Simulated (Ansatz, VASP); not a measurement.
## One calculation of BiP, two programs

The input INCAR:

```
SYSTEM = BiP
  ALGO = Normal
  EDIFF = 1E-6
  ENCUT = 520
  GGA = PE
  ISIF = 2
  ISMEAR = 0
  LASPH = .TRUE.
  LCHARG = .FALSE.
  LREAL = .FALSE.
  LWAVE = .FALSE.
  NBANDS = 17
  NELM = 60
  PREC = Accurate
  SIGMA = 0.05
```

KPOINTS

```
k-points
0
G
  6 6 6
  0 0 0
```

POSCAR

```
BiP
1.0
    3.5922609900      0.0000000000      0.0000000000
    0.0000000000      3.5922609900      0.0000000000
    0.0000000000      0.0000000000      3.5922609900
Bi P
1 1
Direct
    0.0000000000      0.0000000000      0.0000000000
    0.5000000000      0.5000000000      0.5000000000
```

Input for Ansatz:

```yaml
crystal:
  lattice:
    - [3.59226099, 0.0, 0.0]
    - [0.0, 3.59226099, 0.0]
    - [0.0, 0.0, 3.59226099]
  atoms:
    - { symbol: Bi, position: [0.0, 0.0, 0.0] }
    - { symbol: P, position: [0.5, 0.5, 0.5] }
basis:
  ecutwfc: 420
  ecutrho_ratio: 4
kpoints:
  mp_grid: { grid: [6, 6, 6] }
hamiltonian:
  xc: pbe
scf:
  occupations: { method: gaussian, width: 0.05 }
output:
  forces: true
  stress: true
  eigenvalues: true
```

Alike in both runs: task single point; functional PBE; k mesh 6 × 6 × 6; occupations gaussian, width 0.05 eV; no spin polarisation.

|  | VASP | Ansatz |
| --- | --- | --- |
| version | VASP 6.6.1 | Ansatz 0.2.0 |
| potentials or method | VASP PAW PBE potentials, release 64 (Bi_d, P), cutoff 520 eV | scalar-relativistic, plane waves, PAW |
| valence electrons in the cell | 20 | 20 |

```csv
,VASP,Ansatz,Ansatz less VASP
gap on the k mesh at the Fermi level (eV),none,none,-
pressure (GPa),-0.1,0.0,+0.05
```

A gap of «none» marks a metal or a gap that the smearing closes. The functional is the same, so the differences come from potentials, cutoffs and numerics.

Spin-orbit coupling is off throughout.
